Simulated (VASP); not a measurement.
Wanted: the native input for a VASP 6.6.1 run.

* Task: relaxation of cell and atoms
* Functional: PBE
* Potentials or basis: VASP PAW PBE potentials, release 64 (Zr_sv, F)
* Cutoff: 600 eV
* k mesh: 8 × 8 × 4
* Occupations: gaussian, width 0.1 eV
* Spin: no spin polarisation
* Dipole correction: no
* Further INCAR settings: ALGO = Normal; EDIFF = 1e-07; IBRION = 2; EDIFFG = -0.04; NSW = 90; ISIF = 3

The structure of ZrF lies in POSCAR:

```
ZrF
1.0
    1.4702465500     -2.0800399700      0.0000000000
    1.4702465500      2.0800399700      0.0000000000
    0.0000000000      0.0000000000      4.1768328700
Zr F
1 1
Direct
    0.5000000000      0.5000000000      0.5000000000
    0.0000000000      0.0000000000      0.0000000000
```

These files were run (other wordings do the same):

INCAR

```
ALGO     = Normal         # electronic algorithm
EDIFF    = 1E-7           # SCF threshold, eV
EDIFFG   = -0.04          # ionic threshold
ENCUT    = 600            # plane-wave cutoff, eV
GGA      = PE             # functional
IBRION   = 2              # ionic algorithm
ISIF     = 3              # what is computed and relaxed
ISMEAR   = 0              # smearing method
LASPH    = T              # aspherical terms in the spheres
LCHARG   = F              # write CHGCAR
LREAL    = F              # projectors in reciprocal space
LWAVE    = F              # write WAVECAR
NELM     = 60             # most SCF steps
NSW      = 90             # ionic steps
PREC     = Accurate       # precision mode
SIGMA    = 0.1            # smearing width, eV
```

KPOINTS

```
k-points
0
Gamma
  8 8 4
```

Potentials or basis: VASP PAW PBE potentials, release 64 (Zr_sv, F).

Launch:

```bash
$ cat potpaw_PBE.64/Zr_sv/POTCAR potpaw_PBE.64/F/POTCAR > POTCAR
$ mpirun -np 1 vasp_std > vasp.out
```

Results of the run:

The relaxed volume is 15.22 Å³/atom, the relaxed cell is a = 3.164 Å, b = 3.164 Å, c = 3.912 Å, α = 90.00°, β = 90.00°, γ = 128.98° and the space group after relaxing (to 0.05 Å) is Cmmm (No. 65). The energy gained by relaxing is 644.1 meV/atom and the ionic steps are 13. The pressure after relaxing is 0.0 GPa.

Caveat: the k points lie up to 0.40 Å⁻¹ apart in the final cell; the volume moved by over 15 % at a fixed basis, so the end points are rough; an odd number of electrons without spin polarisation forces a metal; a magnetic or distorted state may lie lower.

Wall time 110 s on 1 thread of Intel(R) Xeon(R) 6975P-C (Granite Rapids), on a shared host, peak memory 0.16 GiB.
